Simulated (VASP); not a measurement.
# V (Im-3m) in VASP: further runs

Runs on V. Level: LDA. Tasks: single point.

All numbers are computed with VASP 6.6.1; they aren't measurements. Logs are shortened: lines on timing, memory, paths and dates and some standing lists are left out, and cuts for length are marked.

## Step 1: The cell of the first run

Symmetry: Im-3m, No. 229, cubic system. Conventional cell: a = 3.020 Å, b = 3.020 Å, c = 3.020 Å, α = 90.00°, β = 90.00°, γ = 90.00°. Within 3.5 Å of V (site symmetry m-3m) lie 14 V at 2.62 to 3.02 Å.

## Step 2: Single point, LDA, collinear spin, ferromagnetic start

Contents of INCAR:

```
PREC     = Accurate       # precision mode
ENCUT    = 520            # plane-wave cutoff, eV
EDIFF    = 1E-7           # SCF threshold, eV
ISMEAR   = 0              # smearing method
SIGMA    = 0.05           # smearing width, eV
LREAL    = False          # projectors in reciprocal space
LASPH    = True           # aspherical terms in the spheres
NELM     = 150            # most SCF steps
ALGO     = Normal         # electronic algorithm
ISIF     = 2              # what is computed and relaxed
LWAVE    = False          # write WAVECAR
LCHARG   = False          # write CHGCAR
ISPIN    = 2              # spin polarisation
MAGMOM   = 1              # initial moments
LORBIT   = 11             # projections on sites
LMAXMIX  = 4              # l up to which the mixer works
NBANDS   = 16             # bands
```

Contents of KPOINTS:

```
Automatic mesh
0
Gamma
  20 20 20
```

Contents of POSCAR:

```
V
1.0
   -1.5100000000      1.5100000000      1.5100000000
    1.5100000000     -1.5100000000      1.5100000000
    1.5100000000      1.5100000000     -1.5100000000
V
1
Direct
    0.0000000000      0.0000000000      0.0000000000
```

Potentials or basis: VASP PAW LDA potentials, release 64 (V_sv).

Run with:

```console
> cat potpaw_LDA.64/V_sv/POTCAR > POTCAR
> mpirun -np 1 vasp_std > vasp.out
```

OUTCAR:

```text
PREC = Accurate
   ENCUT = 520
   EDIFF = 1E-7
   ISMEAR = 0
   LREAL = False
   LASPH = True
   NELM = 150
   ISIF = 2
   ISPIN = 2
   LORBIT = 11

 ion  position               nearest neighbor table
   1  0.000  0.000  0.000-

  LATTYP: Found a body centered cubic cell.
 ALAT       =     3.0200000000

  Lattice vectors:

 A1 = (  -1.5100000000,   1.5100000000,   1.5100000000)
 A2 = (   1.5100000000,  -1.5100000000,   1.5100000000)
 A3 = (   1.5100000000,   1.5100000000,  -1.5100000000)

Analysis of symmetry for initial positions (statically):
=====================================================================
 Subroutine PRICEL returns:
 Original cell was already a primitive cell.

 Routine SETGRP: Setting up the symmetry group for a
 body centered cubic supercell.

 Subroutine GETGRP returns: Found 48 space group operations
 (whereof 48 operations were pure point group operations)
 out of a pool of 48 trial point group operations.

The static configuration has the point symmetry O_h .

Analysis of symmetry for dynamics (positions and initial velocities):
=====================================================================
 Subroutine PRICEL returns:
 Original cell was already a primitive cell.

 Routine SETGRP: Setting up the symmetry group for a
 body centered cubic supercell.

 Subroutine GETGRP returns: Found 48 space group operations
 (whereof 48 operations were pure point group operations)
 out of a pool of 48 trial point group operations.

The dynamic configuration has the point symmetry O_h .

Analysis of structural, dynamic, and magnetic symmetry:
=====================================================================
 Subroutine PRICEL returns:
 Original cell was already a primitive cell.

 Routine SETGRP: Setting up the symmetry group for a
 body centered cubic supercell.

 Subroutine GETGRP returns: Found 48 space group operations
 (whereof 48 operations were pure point group operations)
 out of a pool of 48 trial point group operations.

The overall configuration has the point symmetry O_h .

 Subroutine INISYM returns: Found 48 space group operations
 (whereof 48 operations are pure point group operations),
 and found     1 'primitive' translations

----------------------------------------------------------------------------------------

                                     Primitive cell

  volume of cell :      13.7718

  direct lattice vectors                    reciprocal lattice vectors
    -1.510000000  1.510000000  1.510000000     0.000000000  0.331125828  0.331125828
     1.510000000 -1.510000000  1.510000000     0.331125828  0.000000000  0.331125828
     1.510000000  1.510000000 -1.510000000     0.331125828  0.331125828  0.000000000

  length of vectors
     2.615396719  2.615396719  2.615396719     0.468282637  0.468282637  0.468282637

  position of ions in fractional coordinates (direct lattice)
     0.000000000  0.000000000  0.000000000

  ion indices of the primitive-cell ions
   primitive index   ion index
                 1           1

----------------------------------------------------------------------------------------

 KPOINTS: Automatic mesh

Automatic generation of k-mesh.
 Grid dimensions read from file:
 generate k-points for:   20   20   20

 Generating k-lattice:

  Cartesian coordinates                     Fractional coordinates (reciprocal lattice)
     0.000000000  0.016556291  0.016556291     0.050000000  0.000000000  0.000000000
     0.016556291  0.000000000  0.016556291     0.000000000  0.050000000  0.000000000
     0.016556291  0.016556291  0.000000000     0.000000000  0.000000000  0.050000000

  Length of vectors
     0.023414132  0.023414132  0.023414132

  Shift w.r.t. Gamma in fractional coordinates (k-lattice)
     0.000000000  0.000000000  0.000000000

 Subroutine IBZKPT returns following result:
 ===========================================

 Found    256 irreducible k-points:

 Following reciprocal coordinates:
            Coordinates               Weight
  0.000000  0.000000  0.000000      1.000000
  0.050000  0.000000  0.000000     12.000000
  0.100000  0.000000  0.000000     12.000000
  0.150000  0.000000  0.000000     12.000000
  0.200000  0.000000  0.000000     12.000000
  0.250000  0.000000  0.000000     12.000000
[... 16 lines left out ...]
  0.200000  0.100000 -0.000000     48.000000
  0.250000  0.100000 -0.000000     48.000000
 [... further k-points ...]
   k-points           NKPTS =    256   k-points in BZ     NKDIM =    256   number of bands    NBANDS=     16
   number of dos      NEDOS =    301   number of ions     NIONS =      1
   total plane-waves  NPLWV =   8000
   dimension x,y,z NGX =    20 NGY =   20 NGZ =   20
   dimension x,y,z NGXF=    40 NGYF=   40 NGZF=   40
   ions per type =               1
   NGX,Y,Z   is equivalent  to a cutoff of  12.71, 12.71, 12.71 a.u.
   NGXF,Y,Z  is equivalent  to a cutoff of  25.43, 25.43, 25.43 a.u.
 SYSTEM =  unknown system
   PREC   = accura    normal or accurate (medium, high low for compatibility)
   ISTART =      0    job   : 0-new  1-cont  2-samecut
   ICHARG =      2    charge: 1-file 2-atom 10-const
   ISPIN  =      2    spin polarized calculation?
   LNONCOLLINEAR =      F non collinear calculations
   LSORBIT =      F    spin-orbit coupling
   LASPH  =      T    aspherical Exc in radial PAW
   ENCUT  =  520.0 eV  38.22 Ry    6.18 a.u.   4.86  4.86  4.86*2*pi/ulx,y,z
   NELM   =    150;   NELMIN=  2; NELMDL= -5     # of ELM steps
   EDIFF  = 0.1E-06   stopping-criterion for ELM
   LREAL  =      F    real-space projection
   EDIFFG = 0.1E-05   stopping-criterion for IOM
   NSW    =      0    number of steps for IOM
   IBRION =     -1    ionic relax: 0-MD 1-quasi-New 2-CG
   NFREE  =      0    steps in history (QN), initial steepest desc. (CG)
   ISIF   =      2    stress and relaxation
   ISYM   =      2    0-nonsym 1-usesym 2-fastsym
   POTIM  = 0.5000    time-step for ionic-motion
   TEBEG  =    0.0;   TEEND  =   0.0 temperature during run
   PSTRESS=    0.0 pullay stress
   NELECT =      13.0000    total number of electrons
   NUPDOWN=      -1.0000    fix difference up-down
   EMIN   =  10.00;   EMAX   =-10.00  energy-range for DOS
   EFERMI =   0.00;   METHOD = LEGACY
   ISMEAR =     0;   SIGMA  =   0.05  broadening in eV -4-tet -1-fermi 0-gaus
   EFERMI_NEDOS =   21; number of points for ismear=-14 and -15
   IALGO  =     38    algorithm
   IMIX   =      4    mixing-type and parameters
     AMIX     =   0.40;   BMIX     =  1.00
     AMIX_MAG =   1.60;   BMIX_MAG =  1.00
  volume/ion in A,a.u.               =      13.77        92.94
  Fermi-wavevector in a.u.,A,eV,Ry     =   1.605927  3.034761 35.089425  2.579000
  Thomas-Fermi vector in A             =   2.702195
   LORBIT       =     11    0 simple, 1 ext, 2 COOP (PROOUT), +10 PAW based schemes
   GGA     = CA    functional components
   LHFCALC =     F    Hartree Fock is set to
   AEXX    =    0.0000 exact exchange contribution
   IVDW    =     0    specifies the selected vdW correction
   LEPSILON=     F    determine dielectric tensor
   LRPA    =     F    only Hartree local field effects (RPA)
 spin polarized calculation
 Gauss-broadening in eV      SIGMA  =   0.05
  energy-cutoff  :      520.00
  volume of cell :       13.77
 maximum number of plane-waves:       384
   NGX =  9   NGY =  9   NGZ =  9

 number of electron      12.9999994 magnetization      -0.0005385

 number of electron      12.9999994 magnetization       0.0001168

 Free energy of the ion-electron system (eV)
  ---------------------------------------------------
  ext. energy  EPLUGINS =         0.00000000
  ---------------------------------------------------
  free energy    TOTEN  =        -9.88474408 eV

  energy without entropy =       -9.88219405  energy(sigma->0) =       -9.88346907

 E-fermi :   9.1950     XC(G=0): -13.1052

 val. band max:        9.1915113554   @ k =  -0.3000   0.3000   0.1500
 cond. band min:       9.1982806734   @ k =  -0.2000   0.2500   0.0500
 fundamental gap:      0.0067693180
 Fermi energy:         9.1950029796

 spin component 1

 k-point     1 :       0.0000    0.0000    0.0000
  band No.  band energies     occupation
      1     -53.7821      1.00000
      2     -27.5215      1.00000
      3     -27.5215      1.00000
      4     -27.5215      1.00000
      5       2.7402      1.00000
      6       9.5863      0.00000
[... 8 lines left out ...]
     15      36.4918      0.00000
     16      40.4165      0.00000
[... 419 lines left out ...]
 k-point    24 :       0.2500    0.1000   -0.0000
  band No.  band energies     occupation
      1     -53.6500      1.00000
      2     -28.1045      1.00000
      3     -27.7094      1.00000
      4     -27.5545      1.00000
      5       5.7026      1.00000
      6       8.5605      1.00000
[... 8 lines left out ...]
     15      36.2502      0.00000
     16      37.1306      0.00000

 [... further k-points ...]

 spin component 2

 k-point     1 :       0.0000    0.0000    0.0000
  band No.  band energies     occupation
      1     -53.7820      1.00000
      2     -27.5214      1.00000
      3     -27.5214      1.00000
      4     -27.5214      1.00000
      5       2.7403      1.00000
      6       9.5864      0.00000
[... 8 lines left out ...]
     15      36.4919      0.00000
     16      40.4166      0.00000
[... 419 lines left out ...]
 k-point    24 :       0.2500    0.1000   -0.0000
  band No.  band energies     occupation
      1     -53.6499      1.00000
      2     -28.1044      1.00000
      3     -27.7093      1.00000
      4     -27.5544      1.00000
      5       5.7026      1.00000
      6       8.5606      1.00000
[... 8 lines left out ...]
     15      36.2503      0.00000
     16      37.1306      0.00000

 [... further k-points ...]

------------------------ aborting loop because EDIFF is reached ----------------------------------------

  FORCE on cell =-STRESS in cart. coord.  units (eV):
  Direction    XX          YY          ZZ          XY          YZ          ZX
  --------------------------------------------------------------------------------------
  -------------------------------------------------------------------------------------
  Total       -1.3941030     -1.3941030     -1.3941030     -0.0000000     -0.0000000      0.0000000
  in kB     -162.1864646   -162.1864646   -162.1864646     -0.0000000     -0.0000000      0.0000000
  external PRESSURE =    -162.1864646 kB  Pullay stress =       0.0000000 kB

 VOLUME and BASIS-vectors are now :
 -----------------------------------------------------------------------------
  energy-cutoff  :      520.00
  volume of cell :       13.77
      direct lattice vectors                 reciprocal lattice vectors
    -1.510000000  1.510000000  1.510000000     0.000000000  0.331125828  0.331125828
     1.510000000 -1.510000000  1.510000000     0.331125828  0.000000000  0.331125828
     1.510000000  1.510000000 -1.510000000     0.331125828  0.331125828  0.000000000

 POSITION                                       TOTAL-FORCE (eV/Angst)
 -----------------------------------------------------------------------------------
      0.00000      0.00000      0.00000         0.000000     -0.000000     -0.000000
 -----------------------------------------------------------------------------------
    total drift:                                0.000000     -0.000000      0.000000

  FREE ENERGIE OF THE ION-ELECTRON SYSTEM (eV)
  ---------------------------------------------------
  free  energy   TOTEN  =        -9.8847440785 eV

  energy  without entropy=       -9.8821940518  energy(sigma->0) =       -9.88346907

 total charge

# of ion       s       p       d       tot
------------------------------------------
    1        2.338   6.210   3.090  11.638

 magnetization (x)

# of ion       s       p       d       tot
------------------------------------------
    1        0.000   0.000   0.000   0.000
```

It took 2.8 min on 1 thread of AMD EPYC 7R13, shared host; peak memory 0.16 GiB.

What came out:

```
Free energy                                           : -9.8847 eV
Pressure                                              : -16.2 GPa
Net moment                                            : 0.00 μB per cell
Valence electrons inside the program's atomic spheres : V 11.64
```

## Step 3: Single point, LDA, collinear spin, antiferromagnetic start

This run uses another cell than the first one: it holds 2 atoms, not 1.

Contents of INCAR:

```
  ALGO = Normal
  EDIFF = 1E-7
  ENCUT = 520
  ISIF = 2
  ISMEAR = 0
  ISPIN = 2
  LASPH = True
  LCHARG = False
  LMAXMIX = 4
  LORBIT = 11
  LREAL = False
  LWAVE = False
  MAGMOM = 1 -1
  NBANDS = 24
  NELM = 150
  PREC = Accurate
  SIGMA = 0.05
```

Contents of KPOINTS:

```
k-points
0
Gamma
  20 20 10
```

Contents of POSCAR:

```
V
1.0
    0.0000000000      2.9256211068      0.0000000000
    2.9256211068      0.0000000000      0.0000000000
    2.9256211068      2.9256211068     -2.9256211068
V
2
Direct
    0.0000000000      0.0000000000      0.0000000000
    0.0000000000      0.0000000000      0.5000000000
```

Potentials or basis: VASP PAW LDA potentials, release 64 (V_sv).

Run with:

```console
> cat potpaw_LDA.64/V_sv/POTCAR > POTCAR
> mpirun -np 1 vasp_std > vasp.out
```

Wall time 7.4 min (1 thread of AMD EPYC 7R13, shared host); peak memory 0.21 GiB.

Results (log left out):

- Free energy: -19.9004 eV
- Pressure: 0.6 GPa
- Band gap on the k mesh: zero (filled and empty bands overlap)
- Net moment: 0.00 μB per cell
- Valence electrons inside the program's atomic spheres: V 11.81

Levels at points of the mesh, in eV from the Fermi level:
Spin up:
| k point | band 11 | band 12 | band 13 | band 14 | band 15 | band 16 |
| --- | --- | --- | --- | --- | --- | --- |
| (0.00, 0.00, 0.00) | -3.36 | 0.40 | 0.40 | 0.40 | 2.59 | 2.59 |
| (0.50, 0.00, 0.00) | -1.30 | -1.30 | 2.04 | 2.04 | 2.62 | 2.62 |
| (0.00, 0.00, 0.50) | -0.72 | -0.72 | 0.90 | 0.90 | 0.90 | 0.90 |
| (0.50, 0.50, 0.50) | -1.17 | -1.17 | -1.17 | -1.17 | 3.07 | 3.07 |
Spin down:
```csv
k point,band 11,band 12,band 13,band 14,band 15,band 16
"(0.00, 0.00, 0.00)",-3.36,0.40,0.40,0.40,2.59,2.59
"(0.50, 0.00, 0.00)",-1.30,-1.30,2.04,2.04,2.62,2.62
"(0.00, 0.00, 0.50)",-0.72,-0.72,0.90,0.90,0.90,0.90
"(0.50, 0.50, 0.50)",-1.17,-1.17,-1.17,-1.17,3.07,3.07
```

## Step 4: Single point, LDA, collinear spin, antiferromagnetic start

This run uses another cell than the first one: it holds 2 atoms, not 1.

Contents of INCAR:

```
SYSTEM = V
ALGO     = Normal         ! electronic algorithm
EDIFF    = 1E-6           ! SCF threshold, eV
ENCUT    = 500            ! plane-wave cutoff, eV
GGA_COMPAT= .FALSE.      
ISIF     = 2              ! what is computed and relaxed
ISMEAR   = 0              ! smearing method
ISPIN    = 2              ! spin polarisation
LASPH    = .TRUE.         ! aspherical terms in the spheres
LCHARG   = .FALSE.        ! write CHGCAR
LMAXMIX  = 4              ! l up to which the mixer works
LORBIT   = 11             ! projections on sites
LREAL    = .FALSE.        ! projectors in reciprocal space
LWAVE    = .FALSE.        ! write WAVECAR
MAGMOM   = 1 -1           ! initial moments
NBANDS   = 24             ! bands
NELM     = 200            ! most SCF steps
PREC     = Accurate       ! precision mode
SIGMA    = 0.05           ! smearing width, eV
```

Contents of KPOINTS:

```
k-points
0
G
  20 20 10
  0 0 0
```

Contents of POSCAR:

```
V
1.0
   -1.4628105534      1.4628105534      1.4628105534
    1.4628105534     -1.4628105534      1.4628105534
    2.9256211068      2.9256211068     -2.9256211068
V
2
Direct
    0.0000000000      0.0000000000      0.0000000000
    0.0000000000      0.0000000000      0.5000000000
```

Run with:

```console
> cat potpaw_LDA.64/V_sv/POTCAR > POTCAR
> mpirun -np 1 vasp_std > vasp.out
```

Run time: 14 min. Hardware: 1 thread of Intel Xeon 8259CL, shared host; peak memory 0.51 GiB.

Results (log left out):

- Free energy: -19.9001 eV
- Pressure: 0.5 GPa
- Band gap on the k mesh: zero (filled and empty bands overlap)
- Net moment: 0.00 μB per cell
- Valence electrons inside the program's atomic spheres: V 11.81

Levels at points of the mesh, in eV from the Fermi level:
Spin up:
```tsv
k point	band 11	band 12	band 13	band 14	band 15	band 16
(0.00, 0.00, 0.00)	-1.30	0.40	0.40	0.40	2.04	2.59
(0.50, 0.00, 0.00)	-1.30	-1.30	2.04	2.04	2.62	2.62
(0.50, 0.50, 0.00)	-3.36	-1.30	2.04	2.62	3.00	4.10
(0.00, 0.00, 0.50)	-0.51	-0.51	-0.03	-0.03	2.20	2.20
(0.50, 0.00, 0.50)	-1.27	-1.27	-0.46	-0.46	2.37	2.37
(0.50, 0.50, 0.50)	-1.73	-1.73	0.80	0.80	1.71	1.71
```
Spin down:
```
           k point  band 9  band 10  band 11  band 12  band 13  band 14  band 15  band 16  band 17  band 18
(0.00, 0.00, 0.00)   -6.65    -3.43    -1.30     0.40     0.40     0.40     2.04     2.59     2.59     2.62
(0.50, 0.00, 0.00)   -3.43    -3.43    -1.30    -1.30     2.04     2.04     2.62     2.62     3.00     3.00
(0.50, 0.50, 0.00)   -3.43    -3.36    -3.36    -1.30     2.04     2.62     3.00     4.10     4.10     4.10
(0.00, 0.00, 0.50)   -4.41    -4.41    -0.51    -0.51    -0.03    -0.03     2.20     2.20     2.24     2.24
(0.50, 0.00, 0.50)   -2.25    -2.25    -1.27    -1.27    -0.46    -0.46     2.37     2.37     3.14     3.14
(0.50, 0.50, 0.50)   -2.49    -2.49    -1.73    -1.73     0.80     0.80     1.71     1.71     4.32     4.32
```

## Step 5: Summary

| spin | cell | k mesh | cutoff (eV) | gap on the mesh (eV) | pressure (GPa) | moment (μB) |
| --- | --- | --- | --- | --- | --- | --- |
| collinear, ferromagnetic start | a = 2.615 Å, angles 109.5°, 1 atom | 20 × 20 × 20 | 520 | none | -16.2 | 0.00 |
| collinear, antiferromagnetic start | a = 2.926, b = 2.926, c = 5.067 Å, angles 54.7, 54.7, 90.0°, 2 atoms | 20 × 20 × 10 | 520 | none | 0.6 | 0.00 |
| collinear, antiferromagnetic start | a = 2.534, b = 2.534, c = 5.067 Å, angles 109.5°, 2 atoms | 20 × 20 × 10 | 500 | none | 0.5 | 0.00 |

Alike in all rows: task single point; level LDA; potentials or basis VASP PAW LDA potentials, release 64 (V_sv); smearing gaussian 0.05 eV.

Absolute energies hang on the potentials; compare differences alone.
